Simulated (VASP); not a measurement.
Set up this calculation in VASP 6.6.1, as the native input.

- Task: single point
- Functional: r2SCAN
- Potentials or basis: VASP PAW PBE potentials, release 64 (Nb_sv)
- Cutoff: 520 eV
- k mesh: 18 × 18 × 18
- Occupations: gaussian, width 0.1 eV
- Spin: no spin polarisation
- Dipole correction: no
- Further INCAR settings: ALGO = Normal; EDIFF = 1e-06; NBANDS = 12

Crystal: Nb.

```
CELL_PARAMETERS angstrom
-1.61855 1.61855 1.61855
1.61855 -1.61855 1.61855
1.61855 1.61855 -1.61855
ATOMIC_POSITIONS crystal
Nb 0.00000 0.00000 0.00000
```

This cell differs from its parent crystal: volume scaled by 0.94.

These files were run (other wordings do the same):

POSCAR

```
Nb
1.0
   -1.6185523499      1.6185523499      1.6185523499
    1.6185523499     -1.6185523499      1.6185523499
    1.6185523499      1.6185523499     -1.6185523499
Nb
1
Direct
    0.0000000000      0.0000000000      0.0000000000
```

INCAR.step1

```
ALGO     = Normal         # electronic algorithm
EDIFF    = 1E-4           # SCF threshold, eV
ENCUT    = 520            # plane-wave cutoff, eV
GGA      = PE             # functional
ISMEAR   = 0              # smearing method
LASPH    = T              # aspherical terms in the spheres
LCHARG   = F              # write CHGCAR
LREAL    = F              # projectors in reciprocal space
LWAVE    = T              # write WAVECAR
NBANDS   = 12             # bands
NELM     = 60             # most SCF steps
PREC     = Accurate       # precision mode
SIGMA    = 0.1            # smearing width, eV
```

INCAR.step2

```
ALGO     = Normal         # electronic algorithm
EDIFF    = 1E-6           # SCF threshold, eV
ENCUT    = 520            # plane-wave cutoff, eV
ISIF     = 2              # what is computed and relaxed
ISMEAR   = 0              # smearing method
ISTART   = 1            
LASPH    = T              # aspherical terms in the spheres
LCHARG   = T              # write CHGCAR
LELF     = T              # ELF
LMIXTAU  = T            
LREAL    = F              # projectors in reciprocal space
LVHAR    = T            
LWAVE    = F              # write WAVECAR
METAGGA  = R2SCAN         # meta-GGA
NBANDS   = 12             # bands
NELM     = 60             # most SCF steps
PREC     = Accurate       # precision mode
SIGMA    = 0.1            # smearing width, eV
```

KPOINTS

```
k-points
0
Gamma
  18 18 18
```

Potentials or basis: VASP PAW PBE potentials, release 64 (Nb_sv).

Command:

```sh
$ cat potpaw_PBE.64/Nb_sv/POTCAR > POTCAR
$ cp INCAR.step1 INCAR
$ mpirun -np 1 vasp_std > vasp.out
$ cp INCAR.step2 INCAR
$ mpirun -np 1 vasp_std > vasp.out
```

It gave:

```
Pressure : 11.7 GPa
```

Caveat: the PAW data sets were made with another functional, which shifts forces and pressure a little.

Wall time 53 s on 1 thread of Intel(R) Xeon(R) 6975P-C (Granite Rapids), with other jobs on the host, peak memory 0.17 GiB.
